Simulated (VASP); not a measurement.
Write the native input for VASP 6.6.1 that does the following.

| Property | Result |
| --- | --- |
| Task | single point |
| Functional | PBEsol |
| Potentials or basis | VASP PAW PBE potentials, release 64 (Si, Mo_sv) |
| Cutoff | 520 eV |
| k mesh | 18 × 18 × 18 |
| Occupations | gaussian, width 0.1 eV |
| Spin | no spin polarisation |
| Dipole correction | no |
| Further INCAR settings | ALGO = Normal; EDIFF = 1e-06; NBANDS = 18 |

The structure of Si2Mo lies in POSCAR:

```
Si2Mo
1.0
   -1.5420673895      1.5420673895      3.8074024129
    1.5420673895     -1.5420673895      3.8074024129
    1.5420673895      1.5420673895     -3.8074024129
Si Mo
2 1
Direct
    0.3338335004      0.3338335004      0.0000000000
    0.6661664996      0.6661664996      0.0000000000
    0.0000000000      0.0000000000      0.0000000000
```

These files were run (other wordings do the same):

INCAR

```
SYSTEM = Si2Mo
PREC = Accurate
ENCUT = 520
EDIFF = 1E-6
ISMEAR = 0
SIGMA = 0.1
LREAL = .False.
LASPH = .True.
NELM = 100
ALGO = Normal
ISIF = 2
LWAVE = .False.
LCHARG = .True.
GGA = PS
LELF = .True.
LVHAR = .True.
NBANDS = 18
```

KPOINTS

```
Automatic mesh
0
Gamma
  18 18 18
  0 0 0
```

Potentials or basis: VASP PAW PBE potentials, release 64 (Si, Mo_sv).

Command:

```bash
$ cat potpaw_PBE.64/Si/POTCAR potpaw_PBE.64/Mo_sv/POTCAR > POTCAR
$ mpirun -np 1 vasp_std > vasp.out
```

Results of the run:

- Pressure: 25.8 GPa
- Largest force: 0.016 eV/Å
- Band gap on the k mesh: zero (bands 11 and 12 overlap by 1.03 eV)

Caveat: the cell stands under pressure; the PAW data sets were made with another functional, which shifts forces and pressure a little.

It took 5.2 min on 1 thread of Intel(R) Xeon(R) Platinum 8488C (Sapphire Rapids), on a shared host, peak memory 0.43 GiB.
